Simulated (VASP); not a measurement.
Wanted: the native input for a VASP 6.6.1 run.

```
Task                   : single point
Functional             : LDA
Potentials or basis    : VASP PAW LDA potentials, release 64 (Li_sv, Cl)
Cutoff                 : 520 eV
k mesh                 : 6 × 6 × 2
Occupations            : gaussian, width 0.01 eV
Spin                   : no spin polarisation
Dipole correction      : no
Further INCAR settings : ALGO = Normal; EDIFF = 1e-06; NBANDS = 18
```

The structure of LiCl lies in POSCAR:

```
LiCl
1.0
    3.8937404213      0.0000000000      0.0000000000
   -1.9468702107      3.3720781205      0.0000000000
    0.0000000000      0.0000000000      6.2258773919
Li Cl
2 2
Direct
    0.6666666667      0.3333333333      0.8780761529
    0.3333333333      0.6666666667      0.3780761529
    0.6666666667      0.3333333333      0.4969248471
    0.3333333333      0.6666666667      0.9969248471
```

The input as run:

INCAR

```
SYSTEM = LiCl
PREC = Accurate ; ENCUT = 520
EDIFF = 1E-6 ; ISMEAR = 0
SIGMA = 0.01 ; LREAL = .False.
LASPH = .True. ; NELM = 60
ALGO = Normal ; ISIF = 2
LWAVE = .False. ; LCHARG = .False.
NBANDS = 18
```

KPOINTS

```
Automatic mesh
0
Gamma
  6 6 2
  0 0 0
```

Potentials or basis: VASP PAW LDA potentials, release 64 (Li_sv, Cl).

Launch:

```console
$ cat potpaw_LDA.64/Li_sv/POTCAR potpaw_LDA.64/Cl/POTCAR > POTCAR
$ mpirun -np 1 vasp_std > vasp.out
```

It gave:

```yaml
Band_gap_on_the_k_mesh: 5.61 eV
```

Caveat: the k points lie up to 0.50 Å⁻¹ apart.

Run time: 24 s on 1 thread of Intel Xeon 8259CL, on a shared host, peak memory 0.16 GiB.
